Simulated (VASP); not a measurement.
CdTe, 2 atoms in the cell. The structure is tetragonal, space group I-4m2 (No. 119). Conventional cell: a = 4.646 Å, b = 4.646 Å, c = 6.410 Å, α = 90.00°, β = 90.00°, γ = 90.00°. Cd (site symmetry -4m2) has 4 Te at 2.82 Å within 3.7 Å. Within 3.7 Å of Te (site symmetry -4m2) lie 4 Cd at 2.82 Å.  This cell differs from its parent crystal: strain +0.025 along x and y, +0.000 along z.

```yaml
Program: VASP 6.6.1
Task: single point
Functional: r2SCAN
Potentials_or_basis: VASP PAW PBE potentials, release 64 (Cd, Te)
Cutoff: 520 eV
k_mesh: 8 × 8 × 8
Occupations: gaussian, width 0.05 eV
Spin: no spin polarisation
Dipole_correction: no
Further_INCAR_settings: ALGO = Normal; EDIFF = 1e-06; NBANDS = 16
```

Potentials or basis: VASP PAW PBE potentials, release 64 (Cd, Te).

The run is started by

```sh
$ cat potpaw_PBE.64/Cd/POTCAR potpaw_PBE.64/Te/POTCAR > POTCAR
$ cp INCAR.step1 INCAR
$ mpirun -np 1 vasp_std > vasp.out
$ cp INCAR.step2 INCAR
$ mpirun -np 1 vasp_std > vasp.out
```

Hardware: 1 thread of Intel(R) Xeon(R) Platinum 8175M CPU @ 2.50GHz (Skylake/Cascade Lake) (shared host).

Problem. How long does it take, and how much memory?

Solution. Wall time 4.6 min on 1 thread of Intel(R) Xeon(R) Platinum 8175M CPU @ 2.50GHz (Skylake/Cascade Lake), on a shared host, peak memory 0.26 GiB. Counts: k points 59.
